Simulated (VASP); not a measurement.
Write the native input for VASP 6.6.1 that does the following.

| Property | Result |
| --- | --- |
| Task | single point |
| Functional | HSE06 |
| Potentials or basis | VASP PAW PBE potentials, release 64 (Cl, Li_sv) |
| Cutoff | 520 eV |
| k mesh | 6 × 6 × 6 |
| Occupations | fermi-dirac, width 0.05 eV |
| Spin | no spin polarisation |
| Dipole correction | no |
| Grid for exact exchange (PRECFOCK) | Normal |
| Further INCAR settings | ALGO = Normal; EDIFF = 1e-07; NBANDS = 12 |
| Share of exact exchange | 0.25 |
| Screening parameter | 0.2079 1/Å |

The system is LiCl.

```
Cl Li
1.0
     0.00000    2.56477    2.56477
     2.56477    0.00000    2.56477
     2.56477    2.56477    0.00000
Cl Li
1 1
Direct
  0.50000 0.50000 0.50000
  0.00000 0.00000 0.00000
```

These files were run (other wordings do the same):

POSCAR

```
LiCl
1.0
    0.0000000000      2.5647700000      2.5647700000
    2.5647700000      0.0000000000      2.5647700000
    2.5647700000      2.5647700000      0.0000000000
Cl Li
1 1
Direct
    0.5000000000      0.5000000000      0.5000000000
    0.0000000000      0.0000000000      0.0000000000
```

INCAR.step1

```
  PREC = Accurate
  ENCUT = 520
  EDIFF = 1E-5
  ISMEAR = -1
  SIGMA = 0.05
  LREAL = False
  LASPH = True
  NELM = 100
  ALGO = Normal
  ISIF = 2
  LWAVE = True
  LCHARG = False
  GGA = PE
  NBANDS = 12
```

INCAR.step2

```
  PREC = Accurate
  ENCUT = 520
  EDIFF = 1E-7
  ISMEAR = -1
  SIGMA = 0.05
  LREAL = False
  LASPH = True
  NELM = 100
  ALGO = Normal
  ISIF = 2
  LWAVE = False
  LCHARG = False
  GGA = PE
  LHFCALC = True
  HFSCREEN = 0.2079
  PRECFOCK = Normal
  ISTART = 1
  NBANDS = 12
```

KPOINTS

```
regular mesh
0
Gamma
  6 6 6
```

Potentials or basis: VASP PAW PBE potentials, release 64 (Cl, Li_sv).

Launch:

```sh
$ cat potpaw_PBE.64/Cl/POTCAR potpaw_PBE.64/Li_sv/POTCAR > POTCAR
$ cp INCAR.step1 INCAR
$ mpirun -np 1 vasp_std > vasp.out
$ cp INCAR.step2 INCAR
$ mpirun -np 1 vasp_std > vasp.out
```

Results of the run:

| Quantity | Value |
| --- | --- |
| Band gap on the k mesh | 7.73 eV |

It took 15 min on 1 thread of AMD EPYC 7R43 64-Core Processor (Zen 3), on a shared host, peak memory 0.23 GiB.
